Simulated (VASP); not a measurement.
# CsSnI3 (Pm-3m) in VASP: further runs

CsSnI3 is run at these levels: PBE; tasks: single point, relaxation of cell and atoms.

All numbers are computed with VASP 6.6.1; they aren't measurements. Logs are shortened: lines on timing, memory, paths and dates and some standing lists are left out, and cuts for length are marked.

### Step 1. The cell of the first run

Symmetry: Pm-3m, No. 221, cubic system. The conventional cell has a = 6.283 Å, b = 6.283 Å, c = 6.283 Å, α = 90.00°, β = 90.00°, γ = 90.00°. Within 5.8 Å of Cs (site symmetry m-3m) lie 12 I at 4.44 Å and 8 Sn at 5.44 Å. Sn (site symmetry m-3m) has 6 I at 3.14 Å within 4.1 Å. Within 4.1 Å of I (site symmetry 4/mmm) lie 2 Sn at 3.14 Å.

### Step 2. Single point, PBE

The input, INCAR:

```
SYSTEM = CsSnI3
PREC = Accurate
ENCUT = 520
EDIFF = 1E-7
ISMEAR = 0
SIGMA = 0.02
LREAL = .False.
LASPH = .True.
NELM = 100
ALGO = Normal
ISIF = 2
LWAVE = .False.
LCHARG = .False.
GGA = PE
NBANDS = 30
```

The input, KPOINTS:

```
regular mesh
0
Gamma
  6 6 6
  0 0 0
```

The input, POSCAR:

```
CsSnI3
1.0
    6.2831694406      0.0000000000      0.0000000000
    0.0000000000      6.2831694406      0.0000000000
    0.0000000000      0.0000000000      6.2831694406
Cs Sn I
1 1 3
Direct
    0.0000000000      0.0000000000      0.0000000000
    0.5000000000      0.5000000000      0.5000000000
    0.0000000000      0.5000000000      0.5000000000
    0.5000000000      0.0000000000      0.5000000000
    0.5000000000      0.5000000000      0.0000000000
```

Potentials or basis: VASP PAW PBE potentials, release 64 (Cs_sv, Sn_d, I).

Run with:

```sh
$ cat potpaw_PBE.64/Cs_sv/POTCAR potpaw_PBE.64/Sn_d/POTCAR potpaw_PBE.64/I/POTCAR > POTCAR
$ mpirun -np 1 vasp_std > vasp.out
```

OUTCAR:

```text
SYSTEM = CsSnI3
   PREC = Accurate
   ENCUT = 520
   EDIFF = 1E-7
   ISMEAR = 0
   LREAL = .False.
   LASPH = .True.
   NELM = 100
   ISIF = 2
   GGA = PE

 ion  position               nearest neighbor table
   1  0.000  0.000  0.000-
   2  0.500  0.500  0.500-   3 3.14   4 3.14   5 3.14   5 3.14   4 3.14   3 3.14
   3  0.000  0.500  0.500-   2 3.14   2 3.14
   4  0.500  0.000  0.500-   2 3.14   2 3.14
   5  0.500  0.500  0.000-   2 3.14   2 3.14

  LATTYP: Found a simple cubic cell.
 ALAT       =     6.2831694406

  Lattice vectors:

 A1 = (   6.2831694406,   0.0000000000,   0.0000000000)
 A2 = (   0.0000000000,   6.2831694406,   0.0000000000)
 A3 = (   0.0000000000,   0.0000000000,   6.2831694406)

Analysis of symmetry for initial positions (statically):
=====================================================================
 Subroutine PRICEL returns:
 Original cell was already a primitive cell.

 Routine SETGRP: Setting up the symmetry group for a
 simple cubic supercell.

 Subroutine GETGRP returns: Found 48 space group operations
 (whereof 48 operations were pure point group operations)
 out of a pool of 48 trial point group operations.

The static configuration has the point symmetry O_h .

Analysis of symmetry for dynamics (positions and initial velocities):
=====================================================================
 Subroutine PRICEL returns:
 Original cell was already a primitive cell.

 Routine SETGRP: Setting up the symmetry group for a
 simple cubic supercell.

 Subroutine GETGRP returns: Found 48 space group operations
 (whereof 48 operations were pure point group operations)
 out of a pool of 48 trial point group operations.

The dynamic configuration has the point symmetry O_h .

 Subroutine INISYM returns: Found 48 space group operations
 (whereof 48 operations are pure point group operations),
 and found     1 'primitive' translations

----------------------------------------------------------------------------------------

                                     Primitive cell

  volume of cell :     248.0483

  direct lattice vectors                    reciprocal lattice vectors
     6.283169441  0.000000000  0.000000000     0.159155345  0.000000000  0.000000000
     0.000000000  6.283169441  0.000000000     0.000000000  0.159155345  0.000000000
     0.000000000  0.000000000  6.283169441     0.000000000  0.000000000  0.159155345

  length of vectors
     6.283169441  6.283169441  6.283169441     0.159155345  0.159155345  0.159155345

  position of ions in fractional coordinates (direct lattice)
     0.000000000  0.000000000  0.000000000
     0.500000000  0.500000000  0.500000000
     0.000000000  0.500000000  0.500000000
     0.500000000  0.000000000  0.500000000
     0.500000000  0.500000000  0.000000000

  ion indices of the primitive-cell ions
   primitive index   ion index
                 1           1
                 2           2
                 3           3
                 4           4
                 5           5

----------------------------------------------------------------------------------------

 KPOINTS: regular mesh

Automatic generation of k-mesh.
 Grid dimensions read from file:
 generate k-points for:    6    6    6

 Generating k-lattice:

  Cartesian coordinates                     Fractional coordinates (reciprocal lattice)
     0.026525891  0.000000000  0.000000000     0.166666667  0.000000000  0.000000000
     0.000000000  0.026525891  0.000000000     0.000000000  0.166666667  0.000000000
     0.000000000  0.000000000  0.026525891     0.000000000  0.000000000  0.166666667

  Length of vectors
     0.026525891  0.026525891  0.026525891

  Shift w.r.t. Gamma in fractional coordinates (k-lattice)
     0.000000000  0.000000000  0.000000000

 Subroutine IBZKPT returns following result:
 ===========================================

 Found     20 irreducible k-points:

 Following reciprocal coordinates:
            Coordinates               Weight
  0.000000  0.000000  0.000000      1.000000
  0.166667  0.000000  0.000000      6.000000
  0.333333  0.000000  0.000000      6.000000
  0.500000  0.000000  0.000000      3.000000
  0.166667  0.166667  0.000000     12.000000
  0.333333  0.166667  0.000000     24.000000
[... 12 lines left out ...]
  0.500000  0.500000  0.333333      6.000000
  0.500000  0.500000  0.500000      1.000000
   k-points           NKPTS =     20   k-points in BZ     NKDIM =     20   number of bands    NBANDS=     30
   number of dos      NEDOS =    301   number of ions     NIONS =      5
   total plane-waves  NPLWV = 110592
   dimension x,y,z NGX =    48 NGY =   48 NGZ =   48
   dimension x,y,z NGXF=    96 NGYF=   96 NGZF=   96
   ions per type =               1   1   3
   NGX,Y,Z   is equivalent  to a cutoff of  12.70, 12.70, 12.70 a.u.
   NGXF,Y,Z  is equivalent  to a cutoff of  25.40, 25.40, 25.40 a.u.
 SYSTEM =  CsSnI3
   PREC   = accura    normal or accurate (medium, high low for compatibility)
   ISTART =      0    job   : 0-new  1-cont  2-samecut
   ICHARG =      2    charge: 1-file 2-atom 10-const
   ISPIN  =      1    spin polarized calculation?
   LNONCOLLINEAR =      F non collinear calculations
   LSORBIT =      F    spin-orbit coupling
   LASPH  =      T    aspherical Exc in radial PAW
   ENCUT  =  520.0 eV  38.22 Ry    6.18 a.u.  11.68 11.68 11.68*2*pi/ulx,y,z
   NELM   =    100;   NELMIN=  2; NELMDL= -5     # of ELM steps
   EDIFF  = 0.1E-06   stopping-criterion for ELM
   LREAL  =      F    real-space projection
   EDIFFG = 0.1E-05   stopping-criterion for IOM
   NSW    =      0    number of steps for IOM
   IBRION =     -1    ionic relax: 0-MD 1-quasi-New 2-CG
   NFREE  =      0    steps in history (QN), initial steepest desc. (CG)
   ISIF   =      2    stress and relaxation
   ISYM   =      2    0-nonsym 1-usesym 2-fastsym
   POTIM  = 0.5000    time-step for ionic-motion
   TEBEG  =    0.0;   TEEND  =   0.0 temperature during run
   PSTRESS=    0.0 pullay stress
   NELECT =      44.0000    total number of electrons
   NUPDOWN=      -1.0000    fix difference up-down
   EMIN   =  10.00;   EMAX   =-10.00  energy-range for DOS
   EFERMI =   0.00;   METHOD = LEGACY
   ISMEAR =     0;   SIGMA  =   0.02  broadening in eV -4-tet -1-fermi 0-gaus
   EFERMI_NEDOS =   21; number of points for ismear=-14 and -15
   IALGO  =     38    algorithm
   IMIX   =      4    mixing-type and parameters
     AMIX     =   0.40;   BMIX     =  1.00
     AMIX_MAG =   1.60;   BMIX_MAG =  1.00
  volume/ion in A,a.u.               =      49.61       334.78
  Fermi-wavevector in a.u.,A,eV,Ry     =   0.919843  1.738251 11.512036  0.846111
  Thomas-Fermi vector in A             =   2.045082
   LORBIT       =      0    0 simple, 1 ext, 2 COOP (PROOUT), +10 PAW based schemes
   GGA     = PE    functional components
   LHFCALC =     F    Hartree Fock is set to
   AEXX    =    0.0000 exact exchange contribution
   IVDW    =     0    specifies the selected vdW correction
   LEPSILON=     F    determine dielectric tensor
   LRPA    =     F    only Hartree local field effects (RPA)
 non-spin polarized calculation
 Gauss-broadening in eV      SIGMA  =   0.02
  energy-cutoff  :      520.00
  volume of cell :      248.05
 maximum number of plane-waves:      6704
 NGX is ok and might be reduce to    48
   NGX = 23   NGY = 23   NGZ = 23

 number of electron      43.9999981 magnetization

 Free energy of the ion-electron system (eV)
  ---------------------------------------------------
  ext. energy  EPLUGINS =         0.00000000
  ---------------------------------------------------
  free energy    TOTEN  =       -14.02992665 eV

  energy without entropy =      -14.02992665  energy(sigma->0) =      -14.02992665

 E-fermi :   2.5890     XC(G=0):  -7.3722

 val. band max:        2.4488357781   @ k =   0.5000   0.5000   0.5000
 cond. band min:       2.9187717610   @ k =   0.5000   0.5000   0.5000
 fundamental gap:      0.4699359829
 Fermi energy:         2.5890390381

 k-point     1 :       0.0000    0.0000    0.0000
  band No.  band energies     occupation
      1     -19.7294      2.00000
      2     -19.5567      2.00000
      3     -19.5567      2.00000
      4     -19.5412      2.00000
      5     -19.5412      2.00000
      6     -19.5412      2.00000
[... 22 lines left out ...]
     29       7.0764      0.00000
     30       7.0764      0.00000

 k-point     2 :       0.1667    0.0000    0.0000
  band No.  band energies     occupation
      1     -19.7294      2.00000
      2     -19.5567      2.00000
      3     -19.5564      2.00000
      4     -19.5412      2.00000
      5     -19.5412      2.00000
      6     -19.5412      2.00000
[... 22 lines left out ...]
     29       6.3280      0.00000
     30       7.0392      0.00000

 k-point     3 :       0.3333    0.0000    0.0000
  band No.  band energies     occupation
      1     -19.7292      2.00000
      2     -19.5567      2.00000
      3     -19.5558      2.00000
      4     -19.5413      2.00000
      5     -19.5413      2.00000
      6     -19.5412      2.00000
[... 22 lines left out ...]
     29       6.6959      0.00000
     30       7.2155      0.00000

 k-point     4 :       0.5000    0.0000    0.0000
  band No.  band energies     occupation
      1     -19.7291      2.00000
      2     -19.5567      2.00000
      3     -19.5555      2.00000
      4     -19.5413      2.00000
      5     -19.5413      2.00000
      6     -19.5412      2.00000
[... 484 lines left out ...]
     29       6.9032      0.00000
     30       7.4742      0.00000

 k-point    19 :       0.5000    0.5000    0.3333
  band No.  band energies     occupation
      1     -19.7286      2.00000
      2     -19.5552      2.00000
      3     -19.5549      2.00000
      4     -19.5414      2.00000
      5     -19.5414      2.00000
      6     -19.5414      2.00000
[... 22 lines left out ...]
     29       6.7389      0.00000
     30       7.6016      0.00000

 k-point    20 :       0.5000    0.5000    0.5000
  band No.  band energies     occupation
      1     -19.7286      2.00000
      2     -19.5548      2.00000
      3     -19.5548      2.00000
      4     -19.5414      2.00000
      5     -19.5414      2.00000
      6     -19.5414      2.00000
[... 22 lines left out ...]
     29       6.6170      0.00000
     30       7.7667      0.00000

------------------------ aborting loop because EDIFF is reached ----------------------------------------

  FORCE on cell =-STRESS in cart. coord.  units (eV):
  Direction    XX          YY          ZZ          XY          YZ          ZX
  --------------------------------------------------------------------------------------
  -------------------------------------------------------------------------------------
  Total        0.0246386      0.0246386      0.0246386      0.0000000      0.0000000     -0.0000000
  in kB        0.1591440      0.1591440      0.1591440      0.0000000      0.0000000     -0.0000000
  external PRESSURE =       0.1591440 kB  Pullay stress =       0.0000000 kB

 VOLUME and BASIS-vectors are now :
 -----------------------------------------------------------------------------
  energy-cutoff  :      520.00
  volume of cell :      248.05
      direct lattice vectors                 reciprocal lattice vectors
     6.283169441  0.000000000  0.000000000     0.159155345  0.000000000  0.000000000
     0.000000000  6.283169441  0.000000000     0.000000000  0.159155345  0.000000000
     0.000000000  0.000000000  6.283169441     0.000000000  0.000000000  0.159155345

 POSITION                                       TOTAL-FORCE (eV/Angst)
 -----------------------------------------------------------------------------------
      0.00000      0.00000      0.00000         0.000000      0.000000      0.000000
      3.14158      3.14158      3.14158         0.000000      0.000000      0.000000
      0.00000      3.14158      3.14158         0.000000      0.000000      0.000000
      3.14158      0.00000      3.14158         0.000000      0.000000      0.000000
      3.14158      3.14158      0.00000         0.000000      0.000000      0.000000
 -----------------------------------------------------------------------------------
    total drift:                                0.000000     -0.000000     -0.000000

  FREE ENERGIE OF THE ION-ELECTRON SYSTEM (eV)
  ---------------------------------------------------
  free  energy   TOTEN  =       -14.0299266550 eV

  energy  without entropy=      -14.0299266550  energy(sigma->0) =      -14.02992665
```

Wall time 2.7 min (1 thread of AMD EPYC 7R43 (Zen 3), shared host); peak memory 0.37 GiB.

What came out:

* Free energy: -14.0299 eV
* Pressure: 0.0 GPa
* Band gap on the k mesh: 0.47 eV

Caveat: spin-orbit coupling is left out, which moves the levels of the heavy elements. A k mesh can miss the band edges.

### Step 3. Relaxation of cell and atoms, PBE

This run uses another cell than the first one, of 47.80 Å³/atom.

The input, INCAR:

```
PREC = Accurate
ENCUT = 600
EDIFF = 1E-7
ISMEAR = 0
SIGMA = 0.02
LREAL = F
LASPH = T
NELM = 60
ALGO = Normal
ISIF = 3
LWAVE = F
LCHARG = F
GGA = PE
IBRION = 2
NSW = 100
EDIFFG = -0.005
```

The input, KPOINTS:

```
Automatic mesh
0
Gamma
  6 6 6
```

POSCAR, as its differences from that of step 2:

```diff
@@ -2,5 +2,5 @@
 1.0
-    6.2831694406      0.0000000000      0.0000000000
-    0.0000000000      6.2831694406      0.0000000000
-    0.0000000000      0.0000000000      6.2831694406
+    6.2057000000      0.0000000000      0.0000000000
+    0.0000000000      6.2057000000      0.0000000000
+    0.0000000000      0.0000000000      6.2057000000
 Cs Sn I
```

Potentials or basis: VASP PAW PBE potentials, release 64 (Cs_sv, Sn_d, I).

Run with:

```sh
$ cat potpaw_PBE.64/Cs_sv/POTCAR potpaw_PBE.64/Sn_d/POTCAR potpaw_PBE.64/I/POTCAR > POTCAR
$ mpirun -np 1 vasp_std > vasp.out
```

Wall time 6.4 min (1 thread of Oxide Virtual Turin-like, shared host); peak memory 0.44 GiB.

It converged, with:

| Item | Value |
| --- | --- |
| Free energy | -14.0297 eV |
| Relaxed volume | 49.70 Å³/atom |
| Relaxed cell | a = 6.287 Å, b = 6.287 Å, c = 6.287 Å, α = 90.00°, β = 90.00°, γ = 90.00° |
| Space group after relaxing (to 0.1 Å) | Pm-3m (No. 221) |
| Energy gained by relaxing | 3.7 meV/atom |
| Ionic steps | 3 |
| Pressure after relaxing | 0.0 GPa |
| Band gap on the k mesh | 0.48 eV |

The path:
| step | energy change (eV) | largest force (eV/Å) | pressure (GPa) | volume (Å³) |
| --- | --- | --- | --- | --- |
| 1 | 0.0000 | 0.0000 | 0.65 | 238.99 |
| 2 | -0.0171 | 0.0000 | 0.17 | 245.78 |
| 3 | -0.0184 | 0.0000 | -0.01 | 248.48 |

Final structure:
```
Cs Sn I
1.0
     6.28677    0.00000    0.00000
     0.00000    6.28677    0.00000
     0.00000    0.00000    6.28677
Cs Sn I
1 1 3
Direct
  0.00000 0.00000 0.00000
  0.50000 0.50000 0.50000
  0.00000 0.50000 0.50000
  0.50000 0.00000 0.50000
  0.50000 0.50000 0.00000
```

Levels at points of the mesh, in eV from the valence-band top:
```
           k point  band 18  band 19  band 20  band 21  band 22  band 23  band 24  band 25  band 26
(0.00, 0.00, 0.00)    -2.11    -2.11    -1.97    -1.97    -1.97     2.34     3.34     3.34     3.68
(0.50, 0.00, 0.00)    -2.33    -2.25    -2.08    -2.08    -1.45     1.21     3.82     4.07     4.31
(0.50, 0.50, 0.00)    -2.39    -2.39    -2.32    -1.57    -0.72     0.90     0.90     3.98     4.34
(0.50, 0.50, 0.50)    -2.31    -1.55    -1.55    -1.55     0.00     0.48     0.48     0.48     3.18
```

Caveat: spin-orbit coupling is left out, which moves the levels of the heavy elements. Zero-point motion and thermal expansion aren't in these numbers.
